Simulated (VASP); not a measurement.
# AlN in VASP: further runs

The runs below take AlN through single point, with PBE.

All numbers are computed with VASP 6.6.1; they aren't measurements. Logs are shortened: lines on timing, memory, paths and dates and some standing lists are left out, and cuts for length are marked.

**What was measured.**

“Structural and optical properties of self-assembled AlN nanowires grown on SiO2/Si substrates by molecular beam epitaxy”, 2024, arxiv:2402.00216 quotes, for a bulk crystal of AlN at 0 K: band gap 6.0343 eV (an exciton energy, a little under the gap).

How close the calculation comes is told below.

## (1) The cell of the first run

The structure is hexagonal, space group P6_3mc (No. 186). Conventional cell: a = 3.114 Å, b = 3.114 Å, c = 4.834 Å, α = 90.00°, β = 90.00°, γ = 120.00°. Within 2.2 Å of Al (site symmetry 3m) lie 4 N at 1.67 to 1.95 Å. N (site symmetry 3m) has 4 Al at 1.67 to 1.95 Å within 2.2 Å.

## (2) Single point, PBE (strained)

INCAR reads:

```
ALGO = Normal ; EDIFF = 1E-6
ENCUT = 520 ; GGA = PE
ISIF = 2 ; ISMEAR = 0
LASPH = T ; LCHARG = T
LELF = T ; LREAL = F
LVHAR = T ; LWAVE = F
NBANDS = 16 ; NELM = 80
PREC = Accurate ; SIGMA = 0.02
```

KPOINTS reads:

```
k-points
0
Gamma
  9 9 6
```

POSCAR reads:

```
AlN
1.0
    3.1142064838      0.0000000000      0.0000000000
   -1.5571032419      2.6969819276      0.0000000000
    0.0000000000      0.0000000000      4.8337873400
Al N
2 2
Direct
    0.3333333333      0.6666666667      0.0200883889
    0.6666666667      0.3333333333      0.5200883889
    0.3333333333      0.6666666667      0.3649116111
    0.6666666667      0.3333333333      0.8649116111
```

Potentials or basis: VASP PAW PBE potentials, release 64 (Al, N).

The run is started by

```
$ cat potpaw_PBE.64/Al/POTCAR potpaw_PBE.64/N/POTCAR > POTCAR
$ mpirun -np 1 vasp_std > vasp.out
```

OUTCAR:

```text
EDIFF = 1E-6
   ENCUT = 520
   GGA = PE
   ISIF = 2
   ISMEAR = 0
   LASPH = T
   LREAL = F
   NELM = 80
   PREC = Accurate

 ion  position               nearest neighbor table
   1  0.333  0.667  0.020-   3 1.67   4 1.95   4 1.95   4 1.95   2 3.01   2 3.01   2 3.01   2 3.01
                             2 3.01   2 3.01
   2  0.667  0.333  0.520-   4 1.67   3 1.95   3 1.95   3 1.95   1 3.01   1 3.01   1 3.01   1 3.01
                             1 3.01   1 3.01
   3  0.333  0.667  0.365-   1 1.67   2 1.95   2 1.95   2 1.95
   4  0.667  0.333  0.865-   2 1.67   1 1.95   1 1.95   1 1.95

  LATTYP: Found a hexagonal cell.
 ALAT       =     3.1142064838
 C/A-ratio  =     1.5521730383

  Lattice vectors:

 A1 = (   3.1142064838,   0.0000000000,   0.0000000000)
 A2 = (  -1.5571032419,   2.6969819276,   0.0000000000)
 A3 = (   0.0000000000,   0.0000000000,   4.8337873400)

Analysis of symmetry for initial positions (statically):
=====================================================================
 Subroutine PRICEL returns:
 Original cell was already a primitive cell.

 Routine SETGRP: Setting up the symmetry group for a
 hexagonal supercell.

 Subroutine GETGRP returns: Found 12 space group operations
 (whereof  6 operations were pure point group operations)
 out of a pool of 24 trial point group operations.

The static configuration has the point symmetry C_3v.
 The point group associated with its full space group is C_6v.

Analysis of symmetry for dynamics (positions and initial velocities):
=====================================================================
 Subroutine PRICEL returns:
 Original cell was already a primitive cell.

 Routine SETGRP: Setting up the symmetry group for a
 hexagonal supercell.

 Subroutine GETGRP returns: Found 12 space group operations
 (whereof  6 operations were pure point group operations)
 out of a pool of 24 trial point group operations.

The dynamic configuration has the point symmetry C_3v.
 The point group associated with its full space group is C_6v.

 Subroutine INISYM returns: Found 12 space group operations
 (whereof  6 operations are pure point group operations),
 and found     1 'primitive' translations

----------------------------------------------------------------------------------------

                                     Primitive cell

[... 90 lines left out ...]
   LSORBIT =      F    spin-orbit coupling
   LASPH  =      T    aspherical Exc in radial PAW
   ENCUT  =  520.0 eV  38.22 Ry    6.18 a.u.   5.79  5.79  8.99*2*pi/ulx,y,z
   NELM   =     80;   NELMIN=  2; NELMDL= -5     # of ELM steps
   EDIFF  = 0.1E-05   stopping-criterion for ELM
   LREAL  =      F    real-space projection
   EDIFFG = 0.1E-04   stopping-criterion for IOM
   NSW    =      0    number of steps for IOM
   IBRION =     -1    ionic relax: 0-MD 1-quasi-New 2-CG
   NFREE  =      0    steps in history (QN), initial steepest desc. (CG)
   ISIF   =      2    stress and relaxation
   ISYM   =      2    0-nonsym 1-usesym 2-fastsym
   POTIM  = 0.5000    time-step for ionic-motion
   TEBEG  =    0.0;   TEEND  =   0.0 temperature during run
   PSTRESS=    0.0 pullay stress
   NELECT =      16.0000    total number of electrons
   NUPDOWN=      -1.0000    fix difference up-down
   EMIN   =  10.00;   EMAX   =-10.00  energy-range for DOS
   EFERMI =   0.00;   METHOD = LEGACY
   ISMEAR =     0;   SIGMA  =   0.02  broadening in eV -4-tet -1-fermi 0-gaus
   EFERMI_NEDOS =   21; number of points for ismear=-14 and -15
   IALGO  =     38    algorithm
   IMIX   =      4    mixing-type and parameters
     AMIX     =   0.40;   BMIX     =  1.00
     AMIX_MAG =   1.60;   BMIX_MAG =  1.00
  volume/ion in A,a.u.               =      10.15        68.49
  Fermi-wavevector in a.u.,A,eV,Ry     =   1.200265  2.268172 19.601046  1.440636
  Thomas-Fermi vector in A             =   2.336106
   LORBIT       =      0    0 simple, 1 ext, 2 COOP (PROOUT), +10 PAW based schemes
   GGA     = PE    functional components
   LHFCALC =     F    Hartree Fock is set to
   AEXX    =    0.0000 exact exchange contribution
   IVDW    =     0    specifies the selected vdW correction
   LEPSILON=     F    determine dielectric tensor
   LRPA    =     F    only Hartree local field effects (RPA)
 non-spin polarized calculation
 Gauss-broadening in eV      SIGMA  =   0.02
  energy-cutoff  :      520.00
  volume of cell :       40.60
 maximum number of plane-waves:      1108
 NGX is ok and might be reduce to    24
   NGX = 11   NGY = 11   NGZ = 17

 number of electron      15.9999998 magnetization

 Free energy of the ion-electron system (eV)
  ---------------------------------------------------
  ext. energy  EPLUGINS =         0.00000000
  ---------------------------------------------------
  free energy    TOTEN  =       -28.78823482 eV

  energy without entropy =      -28.78823482  energy(sigma->0) =      -28.78823482

 E-fermi :   6.4552     XC(G=0): -11.0188

 val. band max:        6.3330392287   @ k =   0.0000   0.0000   0.0000
 cond. band min:      10.7808421562   @ k =   0.0000   0.0000   0.0000
 fundamental gap:      4.4478029275
 Fermi energy:         6.4552289343

 k-point     1 :       0.0000    0.0000    0.0000
  band No.  band energies     occupation
      1      -8.9661      2.00000
      2      -6.6097      2.00000
      3       0.2816      2.00000
      4       5.6099      2.00000
      5       5.6099      2.00000
      6       5.9236      2.00000
[... 433 lines left out ...]
      3       1.6532      2.00000
      4       2.1620      2.00000
      5       2.1620      2.00000
      6       3.9282      2.00000
[... 8 lines left out ...]
     15      20.1961      0.00000
     16      21.6116      0.00000

 [... further k-points ...]
[... 5 lines left out ...]
  --------------------------------------------------------------------------------------
  -------------------------------------------------------------------------------------
  Total       -0.6020166     -0.6020166     15.8628816      0.0000000      0.0000000      0.0000000
  in kB      -23.7577929    -23.7577929    626.0077141      0.0000000      0.0000000      0.0000000
  external PRESSURE =     192.8307094 kB  Pullay stress =       0.0000000 kB

 VOLUME and BASIS-vectors are now :
 -----------------------------------------------------------------------------
  energy-cutoff  :      520.00
  volume of cell :       40.60
      direct lattice vectors                 reciprocal lattice vectors
     3.114206484  0.000000000  0.000000000     0.321109087  0.185392418  0.000000000
    -1.557103242  2.696981928  0.000000000     0.000000000  0.370784835  0.000000000
     0.000000000  0.000000000  4.833787340     0.000000000  0.000000000  0.206877119

 POSITION                                       TOTAL-FORCE (eV/Angst)
 -----------------------------------------------------------------------------------
     -0.00000      1.79799      0.09710        -0.000000     -0.000000     -5.212522
      1.55710      0.89899      2.51400         0.000000      0.000000     -5.212522
     -0.00000      1.79799      1.76391         0.000000      0.000000      5.212522
      1.55710      0.89899      4.18080        -0.000000     -0.000000      5.212522
 -----------------------------------------------------------------------------------
    total drift:                                0.000000      0.000000     -0.000068

  FREE ENERGIE OF THE ION-ELECTRON SYSTEM (eV)
  ---------------------------------------------------
  free  energy   TOTEN  =       -28.7882348176 eV

  energy  without entropy=      -28.7882348176  energy(sigma->0) =      -28.78823482
```

OSZICAR:

```text
N       E                     dE             d eps       ncg     rms          rms(c)
DAV:   1     0.423330079240E+02    0.42333E+02   -0.74459E+03  1544   0.901E+02
DAV:   2    -0.307853050646E+02   -0.73118E+02   -0.67564E+02  2088   0.189E+02
DAV:   3    -0.341007594249E+02   -0.33155E+01   -0.33085E+01  1960   0.425E+01
DAV:   4    -0.341205556329E+02   -0.19796E-01   -0.19795E-01  1912   0.364E+00
DAV:   5    -0.341208207457E+02   -0.26511E-03   -0.26511E-03  1984   0.425E-01    0.130E+01
DAV:   6    -0.288083011764E+02    0.53125E+01   -0.11391E+01  1808   0.249E+01    0.450E+00
DAV:   7    -0.288067295584E+02    0.15716E-02   -0.75096E-01  1624   0.621E+00    0.308E+00
DAV:   8    -0.287910762965E+02    0.15653E-01   -0.60996E-02  1816   0.224E+00    0.440E-01
DAV:   9    -0.287877447605E+02    0.33315E-02   -0.11627E-02  2032   0.804E-01    0.242E-01
DAV:  10    -0.287882846136E+02   -0.53985E-03   -0.18750E-03  1600   0.299E-01    0.107E-01
DAV:  11    -0.287882320497E+02    0.52564E-04   -0.28876E-04  1688   0.141E-01    0.165E-02
DAV:  12    -0.287882341975E+02   -0.21478E-05   -0.18984E-05  1904   0.351E-02    0.810E-03
DAV:  13    -0.287882348176E+02   -0.62012E-06   -0.22613E-06  1608   0.129E-02
   1 F= -.28788235E+02 E0= -.28788235E+02  d E =-.286069E-20
```

stdout:

```text
POSCAR found type information on POSCAR AlN
 POSCAR found :  2 types and       4 ions
 scaLAPACK will be used
 LDA part: xc-table for (Slater+PW92), standard interpolation
 POSCAR, INCAR and KPOINTS ok, starting setup
 FFT: planning ... GRIDC
 FFT: planning ... GRID_SOFT
 FFT: planning ... GRID
 WAVECAR not read
 entering main loop
```

It took 11 s on 1 thread of Intel Xeon 6975P-C (Granite Rapids), shared host; peak memory 0.16 GiB.

Results:

```
Free energy            : -28.7882 eV
Pressure               : 19.3 GPa
Largest force          : 5.213 eV/Å
Band gap on the k mesh : 4.45 eV, direct
```

Forces on the atoms (eV/Å):
```
Al   0.000  0.000 -5.213
Al   0.000  0.000 -5.213
N    0.000  0.000  5.213
N    0.000  0.000  5.213
```

Stress tensor (GPa, compression positive):
```
-2.38  0.00  0.00
 0.00 -2.38  0.00
 0.00  0.00 62.60
```

Caveat: the cell differs from its parent crystal (strained); forces of over 1 eV/Å act on the atoms, so gaps and moduli don't describe the material at rest. A k mesh can miss the band edges.

(Continued in part 2 of 3.)
